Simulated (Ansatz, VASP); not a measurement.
## Bi in VASP and in Ansatz

The input INCAR:

```
ALGO = Fast ; EDIFF = 1E-6
ENCUT = 520 ; GGA = PS
ISIF = 2 ; ISMEAR = 0
LASPH = True ; LCHARG = True
LELF = True ; LREAL = False
LVHAR = True ; LWAVE = False
NBANDS = 14 ; NELM = 60
PREC = Accurate ; SIGMA = 0.1
```

Contents of KPOINTS:

```
k-points
0
Gamma
  16 16 16
```

POSCAR

```
Bi
1.0
   -1.8751915343      1.8751915343      1.8751915343
    1.8751915343     -1.8751915343      1.8751915343
    1.8751915343      1.8751915343     -1.8751915343
Bi
1
Direct
    0.0000000000      0.0000000000      0.0000000000
```

Input for Ansatz:

```yaml
crystal:
  lattice:
    - [-1.8751915343, 1.8751915343, 1.8751915343]
    - [1.8751915343, -1.8751915343, 1.8751915343]
    - [1.8751915343, 1.8751915343, -1.8751915343]
  atoms:
    - { symbol: Bi, position: [0.0, 0.0, 0.0] }
basis:
  ecutwfc: 420
kpoints:
  mp_grid: { grid: [16, 16, 16] }
hamiltonian:
  xc: pbesol
scf:
  occupations: { method: gaussian, width: 0.1 }
output:
  forces: true
  stress: true
  eigenvalues: true
```

Alike in both runs: task single point; functional PBEsol; k mesh 16 × 16 × 16; occupations gaussian, width 0.1 eV; no spin polarisation.

```csv
,VASP,Ansatz
version,VASP 6.6.1,Ansatz 0.2.0
potentials or method,"VASP PAW PBE potentials, release 64 (Bi_d), cutoff 520 eV","scalar-relativistic, plane waves, PAW"
valence electrons in the cell,15,15
```

```tsv
	VASP	Ansatz	Ansatz less VASP
gap on the k mesh at the Fermi level (eV)	none	none	-
pressure (GPa)	10.4	10.4	+0.03
```

VASP's potentials were made for PBE, not for PBEsol. A gap of «none» marks a metal or a gap that the smearing closes.

Spin-orbit coupling is off throughout.
